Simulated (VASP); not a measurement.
Wanted: the native input for a VASP 6.6.1 run.

```
Task                   : single point
Functional             : r2SCAN
Potentials or basis    : VASP PAW PBE potentials, release 64 (Ir_sv_GW)
Cutoff                 : 550 eV
k mesh                 : 14 × 14 × 14
Occupations            : fermi-dirac, width 0.1 eV
Spin                   : no spin polarisation
Dipole correction      : no
Second run             : valence_matched
Further INCAR settings : ALGO = Normal; EDIFF = 1e-06; NBANDS = 14
```

Crystal: Ir.

```
CELL_PARAMETERS angstrom
0.00000 1.92285 1.92285
1.92285 0.00000 1.92285
1.92285 1.92285 0.00000
ATOMIC_POSITIONS crystal
Ir 0.00000 0.00000 0.00000
```

These files were run (other wordings do the same):

POSCAR

```
Ir
1.0
    0.0000000000      1.9228496764      1.9228496764
    1.9228496764      0.0000000000      1.9228496764
    1.9228496764      1.9228496764      0.0000000000
Ir
1
Direct
    0.0000000000      0.0000000000      0.0000000000
```

INCAR.step1

```
PREC = Accurate ; ENCUT = 550
ISMEAR = -1 ; SIGMA = 0.1
LREAL = F ; LASPH = T
NELM = 120 ; NBANDS = 14
GGA = PE ; ALGO = Normal
EDIFF = 1E-5 ; LWAVE = T
LCHARG = F ; GGA_COMPAT = F
```

INCAR.step2

```
PREC = Accurate ; ENCUT = 550
EDIFF = 1E-6 ; ISMEAR = -1
SIGMA = 0.1 ; LREAL = F
LASPH = T ; NELM = 120
ALGO = Normal ; ISIF = 2
LWAVE = F ; LCHARG = F
METAGGA = R2SCAN ; LMIXTAU = T
NBANDS = 14 ; ISTART = 1
GGA_COMPAT = F
```

KPOINTS

```
Automatic mesh
0
Gamma
  14 14 14
```

Potentials or basis: VASP PAW PBE potentials, release 64 (Ir_sv_GW).

Command:

```bash
$ cat potpaw_PBE.64/Ir_sv_GW/POTCAR > POTCAR
$ cp INCAR.step1 INCAR
$ mpirun -np 1 vasp_std > vasp.out
$ cp INCAR.step2 INCAR
$ mpirun -np 1 vasp_std > vasp.out
```

It gave:

* Pressure: -2.2 GPa

Caveat: the PAW data sets were made with another functional, which shifts forces and pressure a little.

Wall time 42 s on 1 thread of Intel(R) Xeon(R) 6975P-C (Granite Rapids), on a shared host, peak memory 0.16 GiB.
